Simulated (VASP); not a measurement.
Cr, 2 atoms in the cell. It takes space group Fd-3m (No. 227, cubic). Conventional cell: a = 5.060 Å, b = 5.060 Å, c = 5.060 Å, α = 90.00°, β = 90.00°, γ = 90.00°. Within 2.9 Å of Cr (site symmetry -43m) lie 4 Cr at 2.19 Å. 

| Property | Result |
| --- | --- |
| Program | VASP 6.6.1 |
| Task | relaxation of cell and atoms |
| Functional | PBE |
| Potentials or basis | VASP PAW PBE potentials, release 64 (Cr_pv) |
| Cutoff | 600 eV |
| k mesh | 11 × 11 × 11 |
| Occupations | fermi-dirac, width 0.05 eV |
| Spin | collinear spin, antiferromagnetic start |
| Starting moments | [1.5, -1.5] μB |
| Dipole correction | no |
| Further INCAR settings | ALGO = Normal; EDIFF = 1e-07; IBRION = 2; EDIFFG = -0.01; NSW = 80; ISIF = 3 |

Potentials or basis: VASP PAW PBE potentials, release 64 (Cr_pv).

Launch:

```sh
$ cat potpaw_PBE.64/Cr_pv/POTCAR > POTCAR
$ mpirun -np 1 vasp_std > vasp.out
```

Hardware: 1 thread of Intel Xeon 6975P-C (shared host).

Problem. Estimate the wall time of this run.

Solution. Wall time 4.9 min on 1 thread of Intel Xeon 6975P-C, on a shared host, peak memory 0.22 GiB. Counts: scf iterations 51, k points 56, ion steps 4.
